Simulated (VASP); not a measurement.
# NbH2 (Fm-3m) in VASP: single point with PBEsol

Aim: the single point of NbH2 with PBEsol.

Everything below comes from runs of VASP 6.6.1. Logs are shortened: lines on timing, memory, paths and dates and some standing lists are left out, and cuts for length are marked.

**1. The cell of the first run**

Symmetry: Fm-3m, No. 225, cubic system. Conventional cell: a = 4.563 Å, b = 4.563 Å, c = 4.563 Å, α = 90.00°, β = 90.00°, γ = 90.00°. Within 2.6 Å of Nb (site symmetry m-3m) lie 8 H at 1.98 Å. H (site symmetry -43m) has 4 Nb at 1.98 Å and 6 H at 2.28 Å within 2.6 Å.

**2. Single point, PBEsol**

Input file INCAR:

```
PREC = Accurate
ENCUT = 520
EDIFF = 1E-6
ISMEAR = 0
SIGMA = 0.15
LREAL = False
LASPH = True
NELM = 100
ALGO = Normal
ISIF = 2
LWAVE = False
LCHARG = False
GGA = PS
NBANDS = 14
```

Input file KPOINTS:

```
regular mesh
0
Gamma
  18 18 18
```

Input file POSCAR:

```
NbH2
1.0
    0.0000000000      2.2815000000      2.2815000000
    2.2815000000      0.0000000000      2.2815000000
    2.2815000000      2.2815000000      0.0000000000
Nb H
1 2
Direct
    0.0000000000      0.0000000000      0.0000000000
    0.2500000000      0.2500000000      0.2500000000
    0.7500000000      0.7500000000      0.7500000000
```

Potentials or basis: VASP PAW PBE potentials, release 64 (Nb_sv, H).

Started as:

```console
cat potpaw_PBE.64/Nb_sv/POTCAR potpaw_PBE.64/H/POTCAR > POTCAR
mpirun -np 1 vasp_std > vasp.out
```

OUTCAR:

```text
PREC = Accurate
   ENCUT = 520
   EDIFF = 1E-6
   ISMEAR = 0
   LREAL = False
   LASPH = True
   NELM = 100
   ISIF = 2
   GGA = PS

 ion  position               nearest neighbor table
   1  0.000  0.000  0.000-
   2  0.250  0.250  0.250-
   3  0.750  0.750  0.750-

  LATTYP: Found a face centered cubic cell.
 ALAT       =     4.5630000000

  Lattice vectors:

 A1 = (   0.0000000000,   2.2815000000,   2.2815000000)
 A2 = (   2.2815000000,   0.0000000000,   2.2815000000)
 A3 = (   2.2815000000,   2.2815000000,   0.0000000000)

Analysis of symmetry for initial positions (statically):
=====================================================================
 Subroutine PRICEL returns:
 Original cell was already a primitive cell.

 Routine SETGRP: Setting up the symmetry group for a
 face centered cubic supercell.

 Subroutine GETGRP returns: Found 48 space group operations
 (whereof 48 operations were pure point group operations)
 out of a pool of 48 trial point group operations.

The static configuration has the point symmetry O_h .

Analysis of symmetry for dynamics (positions and initial velocities):
=====================================================================
 Subroutine PRICEL returns:
 Original cell was already a primitive cell.

 Routine SETGRP: Setting up the symmetry group for a
 face centered cubic supercell.

 Subroutine GETGRP returns: Found 48 space group operations
 (whereof 48 operations were pure point group operations)
 out of a pool of 48 trial point group operations.

The dynamic configuration has the point symmetry O_h .

 Subroutine INISYM returns: Found 48 space group operations
 (whereof 48 operations are pure point group operations),
 and found     1 'primitive' translations

----------------------------------------------------------------------------------------

                                     Primitive cell

  volume of cell :      23.7515

  direct lattice vectors                    reciprocal lattice vectors
     0.000000000  2.281500000  2.281500000    -0.219154065  0.219154065  0.219154065
     2.281500000  0.000000000  2.281500000     0.219154065 -0.219154065  0.219154065
     2.281500000  2.281500000  0.000000000     0.219154065  0.219154065 -0.219154065

  length of vectors
     3.226528243  3.226528243  3.226528243     0.379585976  0.379585976  0.379585976

  position of ions in fractional coordinates (direct lattice)
     0.000000000  0.000000000  0.000000000
     0.250000000  0.250000000  0.250000000
     0.750000000  0.750000000  0.750000000

  ion indices of the primitive-cell ions
   primitive index   ion index
                 1           1
                 2           2
                 3           3

----------------------------------------------------------------------------------------

 KPOINTS: regular mesh

Automatic generation of k-mesh.
 Grid dimensions read from file:
 generate k-points for:   18   18   18

 Generating k-lattice:

  Cartesian coordinates                     Fractional coordinates (reciprocal lattice)
    -0.012175226  0.012175226  0.012175226     0.055555556  0.000000000  0.000000000
     0.012175226 -0.012175226  0.012175226     0.000000000  0.055555556  0.000000000
     0.012175226  0.012175226 -0.012175226     0.000000000  0.000000000  0.055555556

  Length of vectors
     0.021088110  0.021088110  0.021088110

  Shift w.r.t. Gamma in fractional coordinates (k-lattice)
     0.000000000  0.000000000  0.000000000

 Subroutine IBZKPT returns following result:
 ===========================================

 Found    195 irreducible k-points:

 Following reciprocal coordinates:
            Coordinates               Weight
  0.000000  0.000000  0.000000      1.000000
  0.055556  0.000000  0.000000      8.000000
  0.111111  0.000000  0.000000      8.000000
  0.166667  0.000000  0.000000      8.000000
  0.222222  0.000000  0.000000      8.000000
  0.277778  0.000000  0.000000      8.000000
[... 16 lines left out ...]
 -0.277778  0.055556  0.000000     24.000000
 -0.222222  0.055556  0.000000     24.000000
 [... further k-points ...]
   k-points           NKPTS =    195   k-points in BZ     NKDIM =    195   number of bands    NBANDS=     14
   number of dos      NEDOS =    301   number of ions     NIONS =      3
   total plane-waves  NPLWV =  13824
   dimension x,y,z NGX =    24 NGY =   24 NGZ =   24
   dimension x,y,z NGXF=    48 NGYF=   48 NGZF=   48
   ions per type =               1   2
   NGX,Y,Z   is equivalent  to a cutoff of  12.37, 12.37, 12.37 a.u.
   NGXF,Y,Z  is equivalent  to a cutoff of  24.73, 24.73, 24.73 a.u.
 SYSTEM =  unknown system
   PREC   = accura    normal or accurate (medium, high low for compatibility)
   ISTART =      0    job   : 0-new  1-cont  2-samecut
   ICHARG =      2    charge: 1-file 2-atom 10-const
   ISPIN  =      1    spin polarized calculation?
   LNONCOLLINEAR =      F non collinear calculations
   LSORBIT =      F    spin-orbit coupling
   LASPH  =      T    aspherical Exc in radial PAW
   ENCUT  =  520.0 eV  38.22 Ry    6.18 a.u.   6.00  6.00  6.00*2*pi/ulx,y,z
   NELM   =    100;   NELMIN=  2; NELMDL= -5     # of ELM steps
   EDIFF  = 0.1E-05   stopping-criterion for ELM
   LREAL  =      F    real-space projection
   EDIFFG = 0.1E-04   stopping-criterion for IOM
   NSW    =      0    number of steps for IOM
   IBRION =     -1    ionic relax: 0-MD 1-quasi-New 2-CG
   NFREE  =      0    steps in history (QN), initial steepest desc. (CG)
   ISIF   =      2    stress and relaxation
   ISYM   =      2    0-nonsym 1-usesym 2-fastsym
   POTIM  = 0.5000    time-step for ionic-motion
   TEBEG  =    0.0;   TEEND  =   0.0 temperature during run
   PSTRESS=    0.0 pullay stress
   NELECT =      15.0000    total number of electrons
   NUPDOWN=      -1.0000    fix difference up-down
   EMIN   =  10.00;   EMAX   =-10.00  energy-range for DOS
   EFERMI =   0.00;   METHOD = LEGACY
   ISMEAR =     0;   SIGMA  =   0.15  broadening in eV -4-tet -1-fermi 0-gaus
   EFERMI_NEDOS =   21; number of points for ismear=-14 and -15
   IALGO  =     38    algorithm
   IMIX   =      4    mixing-type and parameters
     AMIX     =   0.40;   BMIX     =  1.00
     AMIX_MAG =   1.60;   BMIX_MAG =  1.00
  volume/ion in A,a.u.               =       7.92        53.43
  Fermi-wavevector in a.u.,A,eV,Ry     =   1.404564  2.654241 26.841563  1.972799
  Thomas-Fermi vector in A             =   2.527113
   LORBIT       =      0    0 simple, 1 ext, 2 COOP (PROOUT), +10 PAW based schemes
   GGA     = PS    functional components
   LHFCALC =     F    Hartree Fock is set to
   AEXX    =    0.0000 exact exchange contribution
   IVDW    =     0    specifies the selected vdW correction
   LEPSILON=     F    determine dielectric tensor
   LRPA    =     F    only Hartree local field effects (RPA)
 non-spin polarized calculation
 Gauss-broadening in eV      SIGMA  =   0.15
  energy-cutoff  :      520.00
  volume of cell :       23.75
 maximum number of plane-waves:       651
   NGX = 11   NGY = 11   NGZ = 11

 number of electron      15.0000000 magnetization

 Free energy of the ion-electron system (eV)
  ---------------------------------------------------
  ext. energy  EPLUGINS =         0.00000000
  ---------------------------------------------------
  free energy    TOTEN  =       -18.49428980 eV

  energy without entropy =      -18.48301216  energy(sigma->0) =      -18.48865098

 E-fermi :   9.8416     XC(G=0): -12.1630

 val. band max:        9.8385137500   @ k =   0.2778   0.2222   0.0000
 cond. band min:       9.8460169677   @ k =   0.0556   0.0000   0.0000
 fundamental gap:      0.0075032177
 Fermi energy:         9.8416422444

 k-point     1 :       0.0000    0.0000    0.0000
  band No.  band energies     occupation
      1     -45.4708      2.00000
      2     -21.2664      2.00000
      3     -21.2664      2.00000
      4     -21.2664      2.00000
      5      -0.8366      2.00000
      6       8.4801      2.00000
      7       8.4801      2.00000
      8       8.4801      2.00000
      9       8.7802      2.00000
     10      11.1085      0.00000
     11      11.1085      0.00000
     12      22.1393      0.00000
     13      23.1578      0.00000
     14      23.1578      0.00000

 k-point     2 :       0.0556    0.0000    0.0000
  band No.  band energies     occupation
      1     -45.4682      2.00000
      2     -21.2884      2.00000
      3     -21.2691      2.00000
      4     -21.2691      2.00000
      5      -0.7517      2.00000
      6       7.5184      2.00000
      7       8.5240      2.00000
      8       8.5240      2.00000
      9       9.8460      0.96710
     10      11.0707      0.00000
     11      11.0707      0.00000
     12      21.2400      0.00000
     13      23.3262      0.00000
     14      23.3262      0.00000

 k-point     3 :       0.1111    0.0000    0.0000
  band No.  band energies     occupation
      1     -45.4609      2.00000
      2     -21.3510      2.00000
      3     -21.2767      2.00000
      4     -21.2767      2.00000
      5      -0.5046      2.00000
      6       6.5507      2.00000
      7       8.6426      2.00000
      8       8.6426      2.00000
      9      10.9817      0.00000
     10      10.9817      0.00000
     11      11.1161      0.00000
     12      20.1183      0.00000
     13      23.8141      0.00000
     14      23.8141      0.00000

 k-point     4 :       0.1667    0.0000    0.0000
  band No.  band energies     occupation
      1     -45.4495      2.00000
      2     -21.4457      2.00000
      3     -21.2884      2.00000
      4     -21.2884      2.00000
      5      -0.1227      2.00000
      6       5.7326      2.00000
      7       8.7920      2.00000
      8       8.7920      2.00000
      9      10.9114      0.00000
     10      10.9114      0.00000
     11      12.3978      0.00000
     12      19.1672      0.00000
     13      24.5729      0.00000
     14      24.5730      0.00000

 k-point     5 :       0.2222    0.0000    0.0000
  band No.  band energies     occupation
      1     -45.4356      2.00000
      2     -21.5599      2.00000
      3     -21.3026      2.00000
      4     -21.3026      2.00000
      5       0.3437      2.00000
      6       5.0974      2.00000
      7       8.8983      2.00000
      8       8.8983      2.00000
      9      10.9594      0.00000
     10      10.9594      0.00000
     11      13.5741      0.00000
[... 276 lines left out ...]
 k-point    22 :      -0.3333    0.0556    0.0000
  band No.  band energies     occupation
      1     -45.4012      2.00000
      2     -21.8180      2.00000
      3     -21.3581      2.00000
      4     -21.3315      2.00000
      5       1.3470      2.00000
      6       4.4813      2.00000
      7       8.7096      2.00000
      8       8.8667      2.00000
      9      11.4258      0.00000
     10      12.0475      0.00000
     11      15.1082      0.00000
     12      17.4603      0.00000
     13      20.8132      0.00000
     14      23.6425      0.00000

 k-point    23 :      -0.2778    0.0556    0.0000
  band No.  band energies     occupation
      1     -45.4144      2.00000
      2     -21.7167      2.00000
      3     -21.3452      2.00000
      4     -21.3165      2.00000
      5       1.0258      2.00000
      6       4.5309      2.00000
      7       8.8212      2.00000
      8       8.9645      2.00000
      9      10.9767      0.00000
     10      11.6453      0.00000
     11      14.8194      0.00000
     12      17.9856      0.00000
     13      21.2587      0.00000
     14      24.4281      0.00000

 k-point    24 :      -0.2222    0.0556    0.0000
  band No.  band energies     occupation
      1     -45.4290      2.00000
      2     -21.6023      2.00000
      3     -21.3293      2.00000
      4     -21.3011      2.00000
      5       0.5752      2.00000
      6       4.8446      2.00000
      7       8.8832      2.00000
      8       8.9921      2.00000
      9      10.6871      0.00000
     10      11.3182      0.00000
     11      14.0854      0.00000
     12      18.3534      0.00000
     13      22.5060      0.00000
     14      24.8439      0.00000

 [... further k-points ...]

------------------------ aborting loop because EDIFF is reached ----------------------------------------

  FORCE on cell =-STRESS in cart. coord.  units (eV):
  Direction    XX          YY          ZZ          XY          YZ          ZX
  --------------------------------------------------------------------------------------
  -------------------------------------------------------------------------------------
  Total       -0.8524046     -0.8524046     -0.8524046      0.0000000      0.0000000      0.0000000
  in kB      -57.4996153    -57.4996153    -57.4996153      0.0000000      0.0000000      0.0000000
  external PRESSURE =     -57.4996153 kB  Pullay stress =       0.0000000 kB

 VOLUME and BASIS-vectors are now :
 -----------------------------------------------------------------------------
  energy-cutoff  :      520.00
  volume of cell :       23.75
      direct lattice vectors                 reciprocal lattice vectors
     0.000000000  2.281500000  2.281500000    -0.219154065  0.219154065  0.219154065
     2.281500000  0.000000000  2.281500000     0.219154065 -0.219154065  0.219154065
     2.281500000  2.281500000  0.000000000     0.219154065  0.219154065 -0.219154065

 POSITION                                       TOTAL-FORCE (eV/Angst)
 -----------------------------------------------------------------------------------
      0.00000      0.00000      0.00000         0.000000      0.000000     -0.000000
      1.14075      1.14075      1.14075         0.000000      0.000000      0.000000
      3.42225      3.42225      3.42225        -0.000000     -0.000000     -0.000000
 -----------------------------------------------------------------------------------
    total drift:                               -0.000000      0.000000      0.000000

  FREE ENERGIE OF THE ION-ELECTRON SYSTEM (eV)
  ---------------------------------------------------
  free  energy   TOTEN  =       -18.4942897997 eV

  energy  without entropy=      -18.4830121641  energy(sigma->0) =      -18.48865098
```

Run time: 27 s. Hardware: 1 thread of Intel Xeon Platinum 8375C at 2.90GHz (Ice Lake), shared host; peak memory 0.19 GiB.

What came out:

```yaml
Free_energy: -18.4943 eV
Pressure: -5.7 GPa
```

Caveat: the PAW data sets were made with another functional, which shifts forces and pressure a little.
